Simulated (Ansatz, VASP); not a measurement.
## C in VASP and in Ansatz

```
C
1.0
     1.62458    0.00000    0.00000
     0.00000    1.62458    0.00000
     0.00000    0.00000    3.93294
C
1
Direct
  0.50000 0.50000 0.50000
```

Alike in both runs: functional PBE; k mesh 34 × 34 × 14; occupations gaussian, width 0.1 eV; no spin polarisation.

Ansatz relaxed the structure, and its values are those at the end. VASP's run is a single point on that final structure, the one shown.

|  | VASP | Ansatz |
| --- | --- | --- |
| version | VASP 6.6.1 | Ansatz 0.2.0 |
| potentials or method | VASP PAW PBE potentials, release 64 (C), cutoff 520 eV | scalar-relativistic, plane waves, PAW |
| valence electrons in the cell | 4 | 4 |

Ansatz gave:

```
gap on the k mesh at the Fermi level (eV) : none
pressure (GPa)                            : 0.0
```

Problem. Estimate VASP's values.

Solution. gap on the k mesh at the Fermi level (eV): none; pressure (GPa): 0.2.

A gap of «none» marks a metal or a gap that the smearing closes.
